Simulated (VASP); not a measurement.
# ScAl3 (P-6m2) in VASP: further runs

ScAl3 is run at these levels: PBE; tasks: single point, relaxation of cell and atoms.

Program: VASP 6.6.1. These are calculated values, not measurements. Logs are shortened: lines on timing, memory, paths and dates and some standing lists are left out, and cuts for length are marked.

### 1 The cell of the first run

Symmetry: P-6m2, No. 187, hexagonal system. Conventional cell: a = 3.048 Å, b = 3.048 Å, c = 9.207 Å, α = 90.00°, β = 90.00°, γ = 120.00°. Sc (site symmetry -6m2) has 6 Al at 2.97 Å and 6 Sc at 3.05 Å within 3.9 Å. Al (site symmetry 3m) has 9 Al at 2.83 to 3.05 Å and 3 Sc at 2.97 Å within 3.7 Å. Within 3.7 Å of Al (site symmetry -6m2) lie 12 Al at 2.83 to 3.05 Å.

### 2 Single point, PBE

Contents of INCAR:

```
SYSTEM = ScAl3
ALGO = Fast
EDIFF = 1E-6
ENCUT = 520
GGA = PE
ISIF = 2
ISMEAR = 0
LASPH = .TRUE.
LCHARG = .FALSE.
LREAL = .FALSE.
LWAVE = .FALSE.
NBANDS = 18
NELM = 100
PREC = Accurate
SIGMA = 0.1
```

Contents of KPOINTS:

```
k-points
0
G
  18 18 6
  0 0 0
```

Contents of POSCAR:

```
ScAl3
1.0
    3.0484713310      0.0000000000      0.0000000000
   -1.5242356655      2.6400536154      0.0000000000
    0.0000000000      0.0000000000      9.2074541844
Sc Al
1 3
Direct
    0.6666666667      0.3333333333      0.0000000000
    0.3333333333      0.6666666667      0.7401129879
    0.3333333333      0.6666666667      0.2598870121
    0.6666666667      0.3333333333      0.5000000000
```

Potentials or basis: VASP PAW PBE potentials, release 64 (Sc_sv, Al).

Started as:

```sh
$ cat potpaw_PBE.64/Sc_sv/POTCAR potpaw_PBE.64/Al/POTCAR > POTCAR
$ mpirun -np 1 vasp_std > vasp.out
```

OUTCAR:

```text
SYSTEM = ScAl3
   EDIFF = 1E-6
   ENCUT = 520
   GGA = PE
   ISIF = 2
   ISMEAR = 0
   LASPH = .TRUE.
   LREAL = .FALSE.
   NELM = 100
   PREC = Accurate

 ion  position               nearest neighbor table
   1  0.667  0.333  0.000-   2 2.97   3 2.97   2 2.97   3 2.97   2 2.97   3 2.97
   2  0.333  0.667  0.740-   4 2.83   4 2.83   4 2.83   1 2.97   1 2.97   1 2.97
   3  0.333  0.667  0.260-   4 2.83   4 2.83   4 2.83   1 2.97   1 2.97   1 2.97
   4  0.667  0.333  0.500-   2 2.83   3 2.83   2 2.83   3 2.83   2 2.83   3 2.83

  LATTYP: Found a hexagonal cell.
 ALAT       =     3.0484713310
 C/A-ratio  =     3.0203512465

  Lattice vectors:

 A1 = (   3.0484713310,   0.0000000000,   0.0000000000)
 A2 = (  -1.5242356655,   2.6400536154,   0.0000000000)
 A3 = (   0.0000000000,   0.0000000000,   9.2074541844)

Analysis of symmetry for initial positions (statically):
=====================================================================
 Subroutine PRICEL returns:
 Original cell was already a primitive cell.

 Routine SETGRP: Setting up the symmetry group for a
 hexagonal supercell.

 Subroutine GETGRP returns: Found 12 space group operations
 (whereof 12 operations were pure point group operations)
 out of a pool of 24 trial point group operations.

The static configuration has the point symmetry D_3h.

Analysis of symmetry for dynamics (positions and initial velocities):
=====================================================================
 Subroutine PRICEL returns:
 Original cell was already a primitive cell.

 Routine SETGRP: Setting up the symmetry group for a
 hexagonal supercell.

 Subroutine GETGRP returns: Found 12 space group operations
 (whereof 12 operations were pure point group operations)
 out of a pool of 24 trial point group operations.

The dynamic configuration has the point symmetry D_3h.

 Subroutine INISYM returns: Found 12 space group operations
 (whereof 12 operations are pure point group operations),
 and found     1 'primitive' translations

----------------------------------------------------------------------------------------

                                     Primitive cell

  volume of cell :      74.1028

  direct lattice vectors                    reciprocal lattice vectors
     3.048471331  0.000000000  0.000000000     0.328033264  0.189390093  0.000000000
    -1.524235666  2.640053615  0.000000000     0.000000000  0.378780186  0.000000000
     0.000000000  0.000000000  9.207454184     0.000000000  0.000000000  0.108607654

  length of vectors
     3.048471331  3.048471331  9.207454184     0.378780186  0.378780186  0.108607654

  position of ions in fractional coordinates (direct lattice)
     0.666666667  0.333333333  0.000000000
     0.333333333  0.666666667  0.740112988
     0.333333333  0.666666667  0.259887012
     0.666666667  0.333333333  0.500000000

  ion indices of the primitive-cell ions
   primitive index   ion index
                 1           1
                 2           2
                 3           3
                 4           4

----------------------------------------------------------------------------------------

 KPOINTS: k-points

Automatic generation of k-mesh.
 Grid dimensions read from file:
 generate k-points for:   18   18    6

 Generating k-lattice:

  Cartesian coordinates                     Fractional coordinates (reciprocal lattice)
     0.018224070  0.010521672  0.000000000     0.055555556  0.000000000  0.000000000
     0.000000000  0.021043344  0.000000000     0.000000000  0.055555556  0.000000000
     0.000000000  0.000000000  0.018101276     0.000000000  0.000000000  0.166666667

  Length of vectors
     0.021043344  0.021043344  0.018101276

  Shift w.r.t. Gamma in fractional coordinates (k-lattice)
     0.000000000  0.000000000  0.000000000

 Subroutine IBZKPT returns following result:
 ===========================================

 Found    148 irreducible k-points:

 Following reciprocal coordinates:
            Coordinates               Weight
  0.000000  0.000000  0.000000      1.000000
  0.055556  0.000000  0.000000      6.000000
  0.111111  0.000000  0.000000      6.000000
  0.166667 -0.000000  0.000000      6.000000
  0.222222  0.000000  0.000000      6.000000
  0.277778  0.000000  0.000000      6.000000
[... 16 lines left out ...]
  0.333333  0.111111  0.000000     12.000000
  0.388889  0.111111  0.000000     12.000000
 [... further k-points ...]
   k-points           NKPTS =    148   k-points in BZ     NKDIM =    148   number of bands    NBANDS=     18
   number of dos      NEDOS =    301   number of ions     NIONS =      4
   total plane-waves  NPLWV =  40320
   dimension x,y,z NGX =    24 NGY =   24 NGZ =   70
   dimension x,y,z NGXF=    48 NGYF=   48 NGZF=  140
   ions per type =               1   3
   NGX,Y,Z   is equivalent  to a cutoff of  13.09, 13.09, 12.64 a.u.
   NGXF,Y,Z  is equivalent  to a cutoff of  26.18, 26.18, 25.28 a.u.
 SYSTEM =  ScAl3
   PREC   = accura    normal or accurate (medium, high low for compatibility)
   ISTART =      0    job   : 0-new  1-cont  2-samecut
   ICHARG =      2    charge: 1-file 2-atom 10-const
   ISPIN  =      1    spin polarized calculation?
   LNONCOLLINEAR =      F non collinear calculations
   LSORBIT =      F    spin-orbit coupling
   LASPH  =      T    aspherical Exc in radial PAW
   ENCUT  =  520.0 eV  38.22 Ry    6.18 a.u.   5.67  5.67 17.12*2*pi/ulx,y,z
   NELM   =    100;   NELMIN=  2; NELMDL= -5     # of ELM steps
   EDIFF  = 0.1E-05   stopping-criterion for ELM
   LREAL  =      F    real-space projection
   EDIFFG = 0.1E-04   stopping-criterion for IOM
   NSW    =      0    number of steps for IOM
   IBRION =     -1    ionic relax: 0-MD 1-quasi-New 2-CG
   NFREE  =      0    steps in history (QN), initial steepest desc. (CG)
   ISIF   =      2    stress and relaxation
   ISYM   =      2    0-nonsym 1-usesym 2-fastsym
   POTIM  = 0.5000    time-step for ionic-motion
   TEBEG  =    0.0;   TEEND  =   0.0 temperature during run
   PSTRESS=    0.0 pullay stress
   NELECT =      20.0000    total number of electrons
   NUPDOWN=      -1.0000    fix difference up-down
   EMIN   =  10.00;   EMAX   =-10.00  energy-range for DOS
   EFERMI =   0.00;   METHOD = LEGACY
   ISMEAR =     0;   SIGMA  =   0.10  broadening in eV -4-tet -1-fermi 0-gaus
   EFERMI_NEDOS =   21; number of points for ismear=-14 and -15
   IALGO  =     68    algorithm
   IMIX   =      4    mixing-type and parameters
     AMIX     =   0.40;   BMIX     =  1.00
     AMIX_MAG =   1.60;   BMIX_MAG =  1.00
  volume/ion in A,a.u.               =      18.53       125.02
  Fermi-wavevector in a.u.,A,eV,Ry     =   1.057970  1.999273 15.229008  1.119301
  Thomas-Fermi vector in A             =   2.193262
   LORBIT       =      0    0 simple, 1 ext, 2 COOP (PROOUT), +10 PAW based schemes
   GGA     = PE    functional components
   LHFCALC =     F    Hartree Fock is set to
   AEXX    =    0.0000 exact exchange contribution
   IVDW    =     0    specifies the selected vdW correction
   LEPSILON=     F    determine dielectric tensor
   LRPA    =     F    only Hartree local field effects (RPA)
 non-spin polarized calculation
 RMM-DIIS sequential band-by-band and
 Gauss-broadening in eV      SIGMA  =   0.10
  energy-cutoff  :      520.00
  volume of cell :       74.10
 maximum number of plane-waves:      2022
 NGX is ok and might be reduce to    24

 number of electron      19.9999996 magnetization

 Free energy of the ion-electron system (eV)
  ---------------------------------------------------
  ext. energy  EPLUGINS =         0.00000000
  ---------------------------------------------------
  free energy    TOTEN  =       -17.79917512 eV

  energy without entropy =      -17.78346303  energy(sigma->0) =      -17.79131908

 E-fermi :   6.5321     XC(G=0): -10.1057

 val. band max:        6.5305610023   @ k =   0.3889   0.0000   0.1667
 cond. band min:       6.5322613098   @ k =   0.2778   0.2222   0.0000
 fundamental gap:      0.0017003075
 Fermi energy:         6.5320953020

 k-point     1 :       0.0000    0.0000    0.0000
  band No.  band energies     occupation
      1     -42.5582      2.00000
      2     -21.2847      2.00000
      3     -20.8929      2.00000
      4     -20.8929      2.00000
      5      -3.6099      2.00000
      6      -1.7922      2.00000
[... 10 lines left out ...]
     17      15.1636      0.00000
     18      15.2272      0.00000

 k-point     2 :       0.0556    0.0000    0.0000
  band No.  band energies     occupation
      1     -42.5555      2.00000
      2     -21.2817      2.00000
      3     -20.9113      2.00000
      4     -20.8970      2.00000
      5      -3.5443      2.00000
      6      -1.7303      2.00000
[... 10 lines left out ...]
     17      14.5774      0.00000
     18      15.1664      0.00000

 k-point     3 :       0.1111    0.0000    0.0000
  band No.  band energies     occupation
      1     -42.5475      2.00000
      2     -21.2729      2.00000
      3     -20.9642      2.00000
      4     -20.9088      2.00000
      5      -3.3477      2.00000
      6      -1.5447      2.00000
[... 10 lines left out ...]
     17      13.7787      0.00000
     18      14.3470      0.00000

 k-point     4 :       0.1667   -0.0000    0.0000
  band No.  band energies     occupation
      1     -42.5353      2.00000
      2     -21.2593      2.00000
      3     -21.0443      2.00000
      4     -20.9267      2.00000
      5      -3.0209      2.00000
      6      -1.2363      2.00000
[... 375 lines left out ...]
      4     -21.0288      2.00000
      5      -1.0824      2.00000
      6       0.5891      2.00000
[... 10 lines left out ...]
     17      10.5549      0.00000
     18      11.4132      0.00000

 k-point    23 :       0.3333    0.1111    0.0000
  band No.  band energies     occupation
      1     -42.4734      2.00000
      2     -21.4003      2.00000
      3     -21.1910      2.00000
      4     -21.0516      2.00000
      5      -0.2552      2.00000
      6       1.3629      2.00000
[... 10 lines left out ...]
     17      10.7399      0.00000
     18      11.1655      0.00000

 k-point    24 :       0.3889    0.1111    0.0000
  band No.  band energies     occupation
      1     -42.4658      2.00000
      2     -21.4428      2.00000
      3     -21.1826      2.00000
      4     -21.0664      2.00000
      5       0.6834      2.00000
      6       2.2348      2.00000
[... 10 lines left out ...]
     17      10.7465      0.00000
     18      11.0062      0.00000

 [... further k-points ...]
[... 5 lines left out ...]
  --------------------------------------------------------------------------------------
  -------------------------------------------------------------------------------------
  Total        0.0071701      0.0071701      0.0016821      0.0000000      0.0000000      0.0000000
  in kB        0.1550257      0.1550257      0.0363681      0.0000000      0.0000000      0.0000000
  external PRESSURE =       0.1154732 kB  Pullay stress =       0.0000000 kB

 VOLUME and BASIS-vectors are now :
 -----------------------------------------------------------------------------
  energy-cutoff  :      520.00
  volume of cell :       74.10
      direct lattice vectors                 reciprocal lattice vectors
     3.048471331  0.000000000  0.000000000     0.328033264  0.189390093  0.000000000
    -1.524235666  2.640053615  0.000000000     0.000000000  0.378780186  0.000000000
     0.000000000  0.000000000  9.207454184     0.000000000  0.000000000  0.108607654

 POSITION                                       TOTAL-FORCE (eV/Angst)
 -----------------------------------------------------------------------------------
      1.52424      0.88002      0.00000         0.000000     -0.000000     -0.000000
     -0.00000      1.76004      6.81456        -0.000000      0.000000     -0.009558
     -0.00000      1.76004      2.39290        -0.000000      0.000000      0.009558
      1.52424      0.88002      4.60373        -0.000000      0.000000     -0.000000
 -----------------------------------------------------------------------------------
    total drift:                               -0.000000      0.000000      0.000000

  FREE ENERGIE OF THE ION-ELECTRON SYSTEM (eV)
  ---------------------------------------------------
  free  energy   TOTEN  =       -17.7991751182 eV

  energy  without entropy=      -17.7834630332  energy(sigma->0) =      -17.79131908
```

Run time: 6 min. Hardware: 1 thread of Oxide Virtual Turin-like, shared host; peak memory 0.29 GiB.

What came out:

- Free energy: -17.7992 eV
- Pressure: 0.0 GPa
- Largest force: 0.010 eV/Å
- Band gap on the k mesh: zero (band 10 reaches 8.27 eV, above the bottom of band 11 at 5.40 eV)

Forces in eV/Å, atoms in the order of the input:
```
Sc   0.000  0.000  0.000
Al   0.000  0.000 -0.010
Al   0.000  0.000  0.010
Al   0.000  0.000  0.000
```

### 3 Relaxation of cell and atoms, PBE

This run uses another cell than the first one, of the same volume but with other edges.

Contents of INCAR:

```
  PREC = Accurate
  ENCUT = 600
  EDIFF = 1E-6
  ISMEAR = 0
  SIGMA = 0.1
  LREAL = False
  LASPH = True
  NELM = 60
  ALGO = Fast
  ISIF = 3
  LWAVE = False
  LCHARG = False
  GGA = PE
  IBRION = 2
  NSW = 100
  EDIFFG = -0.01
```

Contents of KPOINTS:

```
Automatic mesh
0
Gamma
  18 18 6
```

Contents of POSCAR:

```
ScAl3
1.0
    3.0106163601      0.0000000000      0.0000000000
   -1.5053081800      2.6072702489      0.0000000000
    0.0000000000      0.0000000000      9.4350894376
Sc Al
1 3
Direct
    0.6666666667      0.3333333333      0.0000000000
    0.3333333333      0.6666666667      0.7414128725
    0.3333333333      0.6666666667      0.2585871275
    0.6666666667      0.3333333333      0.5000000000
```

Potentials or basis: VASP PAW PBE potentials, release 64 (Sc_sv, Al).

Started as:

```sh
$ cat potpaw_PBE.64/Sc_sv/POTCAR potpaw_PBE.64/Al/POTCAR > POTCAR
$ mpirun -np 1 vasp_std > vasp.out
```

OUTCAR:

```text
PREC = Accurate
   ENCUT = 600
   EDIFF = 1E-6
   ISMEAR = 0
   LREAL = False
   LASPH = True
   NELM = 60
   ISIF = 3
   GGA = PE
   IBRION = 2
   NSW = 100
   EDIFFG = -0.01

 ion  position               nearest neighbor table
   1  0.667  0.333  0.000-   2 3.00   3 3.00   2 3.00   3 3.00   2 3.00   3 3.00
   2  0.333  0.667  0.741-   4 2.87   4 2.87   4 2.87   1 3.00   1 3.00   1 3.00
   3  0.333  0.667  0.259-   4 2.87   4 2.87   4 2.87   1 3.00   1 3.00   1 3.00
   4  0.667  0.333  0.500-   2 2.87   3 2.87   2 2.87   3 2.87   2 2.87   3 2.87

  LATTYP: Found a hexagonal cell.
 ALAT       =     3.0106163601
 C/A-ratio  =     3.1339394692

  Lattice vectors:

 A1 = (   3.0106163601,   0.0000000000,   0.0000000000)
 A2 = (  -1.5053081800,   2.6072702489,   0.0000000000)
 A3 = (   0.0000000000,   0.0000000000,   9.4350894376)

Analysis of symmetry for initial positions (statically):
[... 498 lines left out ...]
 Fermi energy:         6.5249504513

 k-point     1 :       0.0000    0.0000    0.0000
  band No.  band energies     occupation
      1     -42.5703      2.00000
      2     -21.2965      2.00000
      3     -20.9061      2.00000
      4     -20.9061      2.00000
      5      -3.6153      2.00000
      6      -1.7956      2.00000
      7      -0.0787      2.00000
      8       3.8837      2.00000
      9       4.4007      2.00000
     10       8.2382      0.00000
     11       8.4498      0.00000
     12       8.4498      0.00000
     13       9.9576      0.00000
     14       9.9576      0.00000
[... 377 lines left out ...]
      1     -42.4783      2.00000
      2     -21.4536      2.00000
      3     -21.1949      2.00000
      4     -21.0789      2.00000
      5       0.6737      2.00000
      6       2.2283      2.00000
      7       2.9548      2.00000
      8       4.0521      2.00000
      9       4.1929      2.00000
     10       5.6953      2.00000
     11       6.4079      1.90218
     12       6.7309      0.00358
     13       8.1872      0.00000
     14       8.7111      0.00000

 [... further k-points ...]
[... 5 lines left out ...]
  --------------------------------------------------------------------------------------
  -------------------------------------------------------------------------------------
  Total       -0.0181967     -0.0181967     -0.0048144     -0.0000000      0.0000000      0.0000000
  in kB       -0.3930739     -0.3930739     -0.1039968     -0.0000000      0.0000000      0.0000000
  external PRESSURE =      -0.2967148 kB  Pullay stress =       0.0000000 kB
[... 19 lines left out ...]
  FREE ENERGIE OF THE ION-ELECTRON SYSTEM (eV)
  ---------------------------------------------------
  free  energy   TOTEN  =       -17.7996403658 eV

  energy  without entropy=      -17.7838990291  energy(sigma->0) =      -17.79176970

 reached required accuracy - stopping structural energy minimisation
```

OSZICAR:

```text
N       E                     dE             d eps       ncg     rms          rms(c)
DAV:   1     0.161631127657E+03    0.16163E+03   -0.98039E+03  4320   0.142E+03
DAV:   2    -0.894465676297E+01   -0.17058E+03   -0.16866E+03  4256   0.383E+02
DAV:   3    -0.183412279458E+02   -0.93966E+01   -0.91800E+01  6660   0.846E+01
DAV:   4    -0.185394974559E+02   -0.19827E+00   -0.19478E+00  5794   0.110E+01
[... 74 lines left out ...]
DAV:   1    -0.177997303914E+02   -0.10965E-03   -0.36686E-03  5490   0.104E+00    0.655E-02
RMM:   2    -0.177997070311E+02    0.23360E-04   -0.53467E-04  4949   0.267E-01    0.307E-02
RMM:   3    -0.177996452820E+02    0.61749E-04   -0.88880E-05  4816   0.998E-02    0.153E-02
RMM:   4    -0.177996413552E+02    0.39269E-05   -0.22913E-05  4341   0.418E-02    0.607E-03
RMM:   5    -0.177996403658E+02    0.98931E-06   -0.47227E-06  3216   0.348E-02
   9 F= -.17799640E+02 E0= -.17791770E+02  d E =-.195719E-04
```

It took 21 min on 1 thread of Oxide Virtual Turin-like, shared host; peak memory 0.33 GiB.

Results:

```yaml
Free_energy: -17.7996 eV
Relaxed_volume: 18.54 Å³/atom
Relaxed_cell: a = 3.050 Å, b = 3.050 Å, c = 9.207 Å, α = 90.00°, β = 90.00°, γ = 120.00°
Space_group_after_relaxing_to_0.05_Å: P-6m2 (No. 187)
Energy_gained_by_relaxing: 5.1 meV/atom
Ionic_steps: 9
Pressure_after_relaxing: 0.0 GPa
Band_gap_on_the_k_mesh: zero (band 10 reaches 8.26 eV, above the bottom of band 11 at 5.39 eV)
```

Step by step:
| step | energy change (eV) | largest force (eV/Å) | pressure (GPa) | volume (Å³) |
| --- | --- | --- | --- | --- |
| 1 | 0.0000 | 0.0472 | -0.30 | 74.06 |
| 2 | -0.0154 | 0.0555 | 0.26 | 73.68 |
| 3 | -0.0183 | 0.0596 | 0.66 | 73.43 |
| 4 | -0.0202 | 0.0362 | -0.12 | 74.26 |
| 5 | -0.0202 | 0.0382 | -0.07 | 74.20 |
| 6 | -0.0204 | 0.0243 | -0.02 | 74.17 |
| 7 | -0.0205 | 0.0063 | 0.03 | 74.13 |
| 8 | -0.0205 | 0.0052 | 0.03 | 74.13 |
| 9 | -0.0205 | 0.0003 | -0.03 | 74.17 |

Final structure:
```cif
data_structure
_symmetry_space_group_name_H-M 'P 1'
_symmetry_Int_Tables_number 1
_cell_length_a 3.0499
_cell_length_b 3.0499
_cell_length_c 9.2071
_cell_angle_alpha 90.000
_cell_angle_beta 90.000
_cell_angle_gamma 120.000
_cell_volume 74.17
loop_
_atom_site_label
_atom_site_type_symbol
_atom_site_fract_x
_atom_site_fract_y
_atom_site_fract_z
_atom_site_occupancy
Sc1 Sc 0.66667 0.33333 0.00000 1
Al1 Al 0.33333 0.66667 0.73995 1
Al2 Al 0.33333 0.66667 0.26005 1
Al3 Al 0.66667 0.33333 0.50000 1
```
